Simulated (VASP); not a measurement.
# MgI2 (CdI2 type): electric field gradients with PBE

MgI2 (CdI2 type):

```
Mg I
1.0
     4.20733    0.00000    0.00000
    -2.10366    3.64365    0.00000
     0.00000    0.00000    7.84975
Mg I
1 2
Cartesian
  0.0000 0.0000 0.0000
  0.0000 2.4291 1.6735
  2.1037 1.2146 6.1763
```

```
Program                : VASP 6.6.1
Task                   : electric field gradients
Functional             : PBE
Potentials or basis    : VASP PAW PBE potentials, release 64 (Mg, I)
Cutoff                 : 520 eV
k mesh                 : 10 × 10 × 5
Occupations            : fermi-dirac, width 0.05 eV
Spin                   : no spin polarisation
Dipole correction      : no
Further INCAR settings : ALGO = Fast; EDIFF = 1e-08; NBANDS = 15
```

```json
{
 "Pressure": "-0.1 GPa",
 "Largest force": "0.012 eV/Å",
 "Band gap on the k mesh": "3.61 eV (least direct gap 3.71 eV)",
 "Largest electric field gradient by atom": "Mg +0.4; I -53.1 V/Å²"
}
```

Forces on the atoms (eV/Å):
```
Mg   0.000  0.000  0.000
I    0.000  0.000 -0.012
I    0.000  0.000  0.012
```

Levels at points of the mesh, in eV from the valence-band top:
| k point | band 5 | band 6 | band 7 | band 8 | band 9 | band 10 | band 11 | band 12 |
| --- | --- | --- | --- | --- | --- | --- | --- | --- |
| (0.00, 0.00, 0.00) | -0.28 | -0.28 | 0.00 | 0.00 | 3.71 | 4.90 | 6.69 | 6.69 |
| (0.50, 0.00, 0.00) | -1.37 | -1.14 | -0.64 | -0.39 | 3.66 | 5.44 | 5.79 | 7.27 |

Electric field gradients, principal values (V/Å²):
```tsv
atom	least	middle	greatest (by size)
1 Mg	-0.181	-0.181	0.361
2 I	26.537	26.537	-53.074
3 I	26.537	26.537	-53.074
```

Wall time 46 s on 1 thread of Intel(R) Xeon(R) 6975P-C (Granite Rapids), with other jobs on the host, peak memory 0.3 GiB.

Caveat: without QUAD_EFG the Cq values of the log hold for a quadrupole moment of 1 mb, not for the nuclei; spin-orbit coupling is left out, which moves the levels of the heavy elements; an odd mesh through Γ misses points on the zone boundary, where band edges can lie; this functional lacks dispersion, which binds the layers, so the pressure and a relaxed spacing across them are unreliable.
